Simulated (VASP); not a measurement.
# Be3CdO4 (Pmmm) in VASP: single point with PBE

Aim: the single point of Be3CdO4 with PBE.

Program: VASP 6.6.1. These are calculated values, not measurements. Logs are shortened: lines on timing, memory, paths and dates and some standing lists are left out, and cuts for length are marked.

### Step 1. The cell of the first run

The structure is orthorhombic, space group Pmmm (No. 47). The conventional cell has a = 2.497 Å, b = 2.641 Å, c = 10.507 Å, α = 90.00°, β = 90.00°, γ = 90.00°. Be (site symmetry mmm) has 8 O at 2.15 Å and 8 Be at 2.50 to 2.73 Å within 2.8 Å. Be (site symmetry mm2) has 6 O at 1.76 to 1.98 Å within 2.3 Å. Cd (site symmetry mmm) has 2 O at 2.08 Å and 4 Cd at 2.50 to 2.64 Å within 2.8 Å. Within 2.3 Å of O (site symmetry mm2) lie 6 Be at 1.76 to 2.15 Å and 1 O at 2.29 Å. Within 2.7 Å of O (site symmetry mm2) lie 4 Be at 1.98 Å and 1 Cd at 2.08 Å and 6 O at 2.42 to 2.64 Å.

The cell was built from a structure type or drawn by symmetry, and may not be a known phase.

### Step 2. Single point, PBE

INCAR reads:

```
SYSTEM = Be3CdO4
PREC     = Accurate       ! precision mode
ENCUT    = 600            ! plane-wave cutoff, eV
EDIFF    = 1E-6           ! SCF threshold, eV
ISMEAR   = 0              ! smearing method
SIGMA    = 0.15           ! smearing width, eV
LREAL    = .False.        ! projectors in reciprocal space
LASPH    = .True.         ! aspherical terms in the spheres
NELM     = 120            ! most SCF steps
ALGO     = Normal         ! electronic algorithm
ISIF     = 2              ! what is computed and relaxed
LWAVE    = .False.        ! write WAVECAR
LCHARG   = .False.        ! write CHGCAR
GGA      = PE             ! functional
NBANDS   = 31             ! bands
GGA_COMPAT= .False.
```

KPOINTS reads:

```
regular mesh
0
Gamma
  4 4 2
  0 0 0
```

POSCAR reads:

```
Be3CdO4
1.0
    2.6409087730      0.0000000000      0.0000000000
    0.0000000000      2.4965255276      0.0000000000
    0.0000000000      0.0000000000     10.5065865677
Be Cd O
3 1 4
Direct
    0.5000000000      0.0000000000      0.0000000000
    0.0000000000      0.0000000000      0.2269374767
    0.0000000000      0.0000000000      0.7730625233
    0.5000000000      0.5000000000      0.5000000000
    0.0000000000      0.5000000000      0.1092044970
    0.0000000000      0.5000000000      0.8907955030
    0.5000000000      0.5000000000      0.3021715366
    0.5000000000      0.5000000000      0.6978284634
```

Potentials or basis: VASP PAW PBE potentials, release 64 (Be, Cd, O).

The run is started by

```bash
> cat potpaw_PBE.64/Be/POTCAR potpaw_PBE.64/Cd/POTCAR potpaw_PBE.64/O/POTCAR > POTCAR
> mpirun -np 1 vasp_std > vasp.out
```

OUTCAR:

```text
SYSTEM = Be3CdO4
   PREC = Accurate
   ENCUT = 600
   EDIFF = 1E-6
   ISMEAR = 0
   LREAL = .False.
   LASPH = .True.
   NELM = 120
   ISIF = 2
   GGA = PE

 ion  position               nearest neighbor table
   1  0.500  0.000  0.000-   5 2.15   6 2.15   5 2.15   6 2.15   5 2.15   6 2.15   5 2.15   6 2.15

   2  0.000  0.000  0.227-   5 1.76   5 1.76   7 1.98   7 1.98   7 1.98   7 1.98
   3  0.000  0.000  0.773-   6 1.76   6 1.76   8 1.98   8 1.98   8 1.98   8 1.98
   4  0.500  0.500  0.500-   7 2.08   8 2.08
   5  0.000  0.500  0.109-   2 1.76   2 1.76   1 2.15   1 2.15   1 2.15   1 2.15
   6  0.000  0.500  0.891-   3 1.76   3 1.76   1 2.15   1 2.15   1 2.15   1 2.15
   7  0.500  0.500  0.302-   2 1.98   2 1.98   2 1.98   2 1.98   4 2.08
   8  0.500  0.500  0.698-   3 1.98   3 1.98   3 1.98   3 1.98   4 2.08

  LATTYP: Found a simple orthorhombic cell.
 ALAT       =     2.4965255276
 B/A-ratio  =     1.0578336748
 C/A-ratio  =     4.2084835310

  Lattice vectors:

 A1 = (   0.0000000000,  -2.4965255276,   0.0000000000)
 A2 = (   2.6409087730,   0.0000000000,   0.0000000000)
 A3 = (   0.0000000000,   0.0000000000,  10.5065865677)

Analysis of symmetry for initial positions (statically):
=====================================================================
 Subroutine PRICEL returns:
 Original cell was already a primitive cell.

 Routine SETGRP: Setting up the symmetry group for a
 simple orthorhombic supercell.

 Subroutine GETGRP returns: Found  8 space group operations
 (whereof  8 operations were pure point group operations)
 out of a pool of  8 trial point group operations.

The static configuration has the point symmetry D_2h.

Analysis of symmetry for dynamics (positions and initial velocities):
=====================================================================
 Subroutine PRICEL returns:
 Original cell was already a primitive cell.

 Routine SETGRP: Setting up the symmetry group for a
 simple orthorhombic supercell.

 Subroutine GETGRP returns: Found  8 space group operations
 (whereof  8 operations were pure point group operations)
 out of a pool of  8 trial point group operations.

The dynamic configuration has the point symmetry D_2h.

 Subroutine INISYM returns: Found  8 space group operations
 (whereof  8 operations are pure point group operations),
 and found     1 'primitive' translations

----------------------------------------------------------------------------------------

                                     Primitive cell

  volume of cell :      69.2709

  direct lattice vectors                    reciprocal lattice vectors
     2.640908773  0.000000000  0.000000000     0.378657533  0.000000000  0.000000000
     0.000000000  2.496525528  0.000000000     0.000000000  0.400556689  0.000000000
     0.000000000  0.000000000 10.506586568     0.000000000  0.000000000  0.095178391

  length of vectors
     2.640908773  2.496525528 10.506586568     0.378657533  0.400556689  0.095178391

  position of ions in fractional coordinates (direct lattice)
     0.500000000  0.000000000  0.000000000
     0.000000000  0.000000000  0.226937477
     0.000000000  0.000000000  0.773062523
     0.500000000  0.500000000  0.500000000
     0.000000000  0.500000000  0.109204497
     0.000000000  0.500000000  0.890795503
     0.500000000  0.500000000  0.302171537
     0.500000000  0.500000000  0.697828463

  ion indices of the primitive-cell ions
   primitive index   ion index
                 1           1
                 2           2
                 3           3
                 4           4
                 5           5
                 6           6
                 7           7
                 8           8

----------------------------------------------------------------------------------------

 KPOINTS: regular mesh

Automatic generation of k-mesh.
 Grid dimensions read from file:
 generate k-points for:    4    4    2

 Generating k-lattice:

  Cartesian coordinates                     Fractional coordinates (reciprocal lattice)
     0.094664383  0.000000000  0.000000000     0.250000000  0.000000000  0.000000000
     0.000000000  0.100139172  0.000000000     0.000000000  0.250000000  0.000000000
     0.000000000  0.000000000  0.047589195     0.000000000  0.000000000  0.500000000

  Length of vectors
     0.094664383  0.100139172  0.047589195

  Shift w.r.t. Gamma in fractional coordinates (k-lattice)
     0.000000000  0.000000000  0.000000000

 Subroutine IBZKPT returns following result:
 ===========================================

 Found     18 irreducible k-points:

 Following reciprocal coordinates:
            Coordinates               Weight
  0.000000  0.000000  0.000000      1.000000
  0.250000  0.000000  0.000000      2.000000
  0.500000  0.000000  0.000000      1.000000
  0.000000  0.250000  0.000000      2.000000
  0.250000  0.250000  0.000000      4.000000
  0.500000  0.250000  0.000000      2.000000
[... 10 lines left out ...]
  0.250000  0.500000  0.500000      2.000000
  0.500000  0.500000  0.500000      1.000000
   k-points           NKPTS =     18   k-points in BZ     NKDIM =     18   number of bands    NBANDS=     31
   number of dos      NEDOS =    301   number of ions     NIONS =      8
   total plane-waves  NPLWV =  40320
   dimension x,y,z NGX =    24 NGY =   20 NGZ =   84
   dimension x,y,z NGXF=    48 NGYF=   40 NGZF=  168
   ions per type =               3   1   4
   NGX,Y,Z   is equivalent  to a cutoff of  15.11, 13.32, 13.29 a.u.
   NGXF,Y,Z  is equivalent  to a cutoff of  30.22, 26.64, 26.58 a.u.
 SYSTEM =  Be3CdO4
   PREC   = accura    normal or accurate (medium, high low for compatibility)
   ISTART =      0    job   : 0-new  1-cont  2-samecut
   ICHARG =      2    charge: 1-file 2-atom 10-const
   ISPIN  =      1    spin polarized calculation?
   LNONCOLLINEAR =      F non collinear calculations
   LSORBIT =      F    spin-orbit coupling
   LASPH  =      T    aspherical Exc in radial PAW
   ENCUT  =  600.0 eV  44.10 Ry    6.64 a.u.   5.27  4.99 20.98*2*pi/ulx,y,z
   NELM   =    120;   NELMIN=  2; NELMDL= -5     # of ELM steps
   EDIFF  = 0.1E-05   stopping-criterion for ELM
   LREAL  =      F    real-space projection
   EDIFFG = 0.1E-04   stopping-criterion for IOM
   NSW    =      0    number of steps for IOM
   IBRION =     -1    ionic relax: 0-MD 1-quasi-New 2-CG
   NFREE  =      0    steps in history (QN), initial steepest desc. (CG)
   ISIF   =      2    stress and relaxation
   ISYM   =      2    0-nonsym 1-usesym 2-fastsym
   POTIM  = 0.5000    time-step for ionic-motion
   TEBEG  =    0.0;   TEEND  =   0.0 temperature during run
   PSTRESS=    0.0 pullay stress
   NELECT =      42.0000    total number of electrons
   NUPDOWN=      -1.0000    fix difference up-down
   EMIN   =  10.00;   EMAX   =-10.00  energy-range for DOS
   EFERMI =   0.00;   METHOD = LEGACY
   ISMEAR =     0;   SIGMA  =   0.15  broadening in eV -4-tet -1-fermi 0-gaus
   EFERMI_NEDOS =   21; number of points for ismear=-14 and -15
   IALGO  =     38    algorithm
   IMIX   =      4    mixing-type and parameters
     AMIX     =   0.40;   BMIX     =  1.00
     AMIX_MAG =   1.60;   BMIX_MAG =  1.00
  volume/ion in A,a.u.               =       8.66        58.43
  Fermi-wavevector in a.u.,A,eV,Ry     =   1.385610  2.618423 26.122018  1.919914
  Thomas-Fermi vector in A             =   2.510004
   LORBIT       =      0    0 simple, 1 ext, 2 COOP (PROOUT), +10 PAW based schemes
   GGA     = PE    functional components
   LHFCALC =     F    Hartree Fock is set to
   AEXX    =    0.0000 exact exchange contribution
   IVDW    =     0    specifies the selected vdW correction
   LEPSILON=     F    determine dielectric tensor
   LRPA    =     F    only Hartree local field effects (RPA)
 non-spin polarized calculation
 Gauss-broadening in eV      SIGMA  =   0.15
  energy-cutoff  :      600.00
  volume of cell :       69.27
 maximum number of plane-waves:      2346
 NGX is ok and might be reduce to    24
   NGX = 11   NGY =  9   NGZ = 41

 number of electron      42.0000006 magnetization

 Free energy of the ion-electron system (eV)
  ---------------------------------------------------
  ext. energy  EPLUGINS =         0.00000000
  ---------------------------------------------------
  free energy    TOTEN  =       -40.58243487 eV

  energy without entropy =      -40.55995726  energy(sigma->0) =      -40.57119606

 E-fermi :   4.6248     XC(G=0): -11.5001

 val. band max:        4.5814868091   @ k =   0.2500   0.5000   0.5000
 cond. band min:       4.7892893878   @ k =   0.0000   0.5000   0.5000
 fundamental gap:      0.2078025788
 Fermi energy:         4.6247606516

 k-point     1 :       0.0000    0.0000    0.0000
  band No.  band energies     occupation
      1     -14.9937      2.00000
      2     -14.5261      2.00000
      3     -13.7470      2.00000
      4     -12.9772      2.00000
      5      -6.8184      2.00000
      6      -6.0381      2.00000
[... 23 lines left out ...]
     30      17.5228      0.00000
     31      17.8184      0.00000

 k-point     2 :       0.2500    0.0000    0.0000
  band No.  band energies     occupation
      1     -14.4362      2.00000
      2     -13.9729      2.00000
      3     -13.4492      2.00000
      4     -12.7103      2.00000
      5      -6.6040      2.00000
      6      -5.0382      2.00000
[... 23 lines left out ...]
     30      15.4742      0.00000
     31      16.2411      0.00000

 k-point     3 :       0.5000    0.0000    0.0000
  band No.  band energies     occupation
      1     -13.5290      2.00000
      2     -13.3772      2.00000
      3     -13.1462      2.00000
      4     -12.6040      2.00000
      5      -6.4318      2.00000
      6      -5.4874      2.00000
[... 499 lines left out ...]
     30      15.4393      0.00000
     31      15.7881      0.00000

 k-point    18 :       0.5000    0.5000    0.5000
  band No.  band energies     occupation
      1     -12.2310      2.00000
      2     -12.2123      2.00000
      3     -11.9463      2.00000
      4     -11.5251      2.00000
      5      -6.4348      2.00000
      6      -5.3603      2.00000
[... 23 lines left out ...]
     30      14.7678      0.00000
     31      15.7207      0.00000

------------------------ aborting loop because EDIFF is reached ----------------------------------------

  FORCE on cell =-STRESS in cart. coord.  units (eV):
  Direction    XX          YY          ZZ          XY          YZ          ZX
  --------------------------------------------------------------------------------------
  -------------------------------------------------------------------------------------
  Total       -0.0304607      0.3807201      0.8512607      0.0000000      0.0000000      0.0000000
  in kB       -0.7045290      8.8057284     19.6889308      0.0000000      0.0000000      0.0000000
  external PRESSURE =       9.2633767 kB  Pullay stress =       0.0000000 kB

 VOLUME and BASIS-vectors are now :
 -----------------------------------------------------------------------------
  energy-cutoff  :      600.00
  volume of cell :       69.27
      direct lattice vectors                 reciprocal lattice vectors
     2.640908773  0.000000000  0.000000000     0.378657533  0.000000000  0.000000000
     0.000000000  2.496525528  0.000000000     0.000000000  0.400556689  0.000000000
     0.000000000  0.000000000 10.506586568     0.000000000  0.000000000  0.095178391

 POSITION                                       TOTAL-FORCE (eV/Angst)
 -----------------------------------------------------------------------------------
      1.32045      0.00000      0.00000        -0.000000     -0.000000     -0.000000
      0.00000      0.00000      2.38434        -0.000000     -0.000000     -0.023060
      0.00000      0.00000      8.12225        -0.000000      0.000000      0.023060
      1.32045      1.24826      5.25329        -0.000000     -0.000000     -0.000000
      0.00000      1.24826      1.14737         0.000000     -0.000000     -0.003099
      0.00000      1.24826      9.35922        -0.000000      0.000000      0.003099
      1.32045      1.24826      3.17479        -0.000000     -0.000000     -0.183882
      1.32045      1.24826      7.33180        -0.000000     -0.000000      0.183882
 -----------------------------------------------------------------------------------
    total drift:                                0.000000     -0.000000     -0.000000

  FREE ENERGIE OF THE ION-ELECTRON SYSTEM (eV)
  ---------------------------------------------------
  free  energy   TOTEN  =       -40.5824348688 eV

  energy  without entropy=      -40.5599572611  energy(sigma->0) =      -40.57119606
```

Run time: 28 s. Hardware: 1 thread of AMD EPYC 9R45 (Zen 5), shared host; peak memory 0.18 GiB.

Results:

```yaml
Free_energy: -40.5824 eV
Pressure: 0.9 GPa
Largest_force: 0.184 eV/Å
Band_gap_on_the_k_mesh: zero (bands 21 and 22 overlap by 0.13 eV)
```

Forces in eV/Å, atoms in the order of the input:
```
Be   0.000  0.000  0.000
Be   0.000  0.000 -0.023
Be   0.000  0.000  0.023
Cd   0.000  0.000  0.000
O    0.000  0.000 -0.003
O    0.000  0.000  0.003
O    0.000  0.000 -0.184
O    0.000  0.000  0.184
```

Caveat: the k points lie up to 0.63 Å⁻¹ apart; semilocal functionals underestimate gaps, so a narrow gap can read as zero.
